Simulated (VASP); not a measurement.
Write the native input for VASP 6.6.1 that does the following.

```
Task                   : single point
Functional             : revPBE
Potentials or basis    : VASP PAW PBE potentials, release 64 (Lu)
Cutoff                 : 520 eV
k mesh                 : 8 × 8 × 10
Occupations            : fermi-dirac, width 0.1 eV
Spin                   : no spin polarisation
Dipole correction      : no
Further INCAR settings : ALGO = Normal; EDIFF = 1e-06; NBANDS = 44
```

The structure of Lu lies in POSCAR:

```
Lu
1.0
    5.2728864472      0.0000000000      0.0000000000
   -2.6364432236      4.5664536145      0.0000000000
    0.0000000000      0.0000000000      3.3019972140
Lu
3
Direct
    0.0000000000      0.0000000000      1.0000000000
    0.3333333333      0.6666666667      0.5000000000
    0.6666666667      0.3333333333      0.5000000000
```

This isn't the form of Lu at room conditions, which is hcp.

These files were run (other wordings do the same):

INCAR

```
ALGO = Normal
EDIFF = 1E-6
ENCUT = 520
GGA = RE
ISIF = 2
ISMEAR = -1
LASPH = T
LCHARG = F
LREAL = F
LWAVE = F
NBANDS = 44
NELM = 100
PREC = Accurate
SIGMA = 0.1
```

KPOINTS

```
k-points
0
Gamma
  8 8 10
```

Potentials or basis: VASP PAW PBE potentials, release 64 (Lu).

Launch:

```bash
$ cat potpaw_PBE.64/Lu/POTCAR > POTCAR
$ mpirun -np 1 vasp_std > vasp.out
```

Results of the run:

| Quantity | Value |
| --- | --- |
| Pressure | 6.8 GPa |
| Band gap on the k mesh | zero (an odd number of electrons rules out a gap without spin polarisation) |

Caveat: the cell stands under pressure; the PAW data sets were made with another functional, which shifts forces and pressure a little; spin-orbit coupling is left out, which moves the levels of the heavy elements.

It took 2.8 min on 1 thread of Intel(R) Xeon(R) Platinum 8124M CPU @ 3.00GHz (Skylake/Cascade Lake) (shared host), peak memory 0.32 GiB.
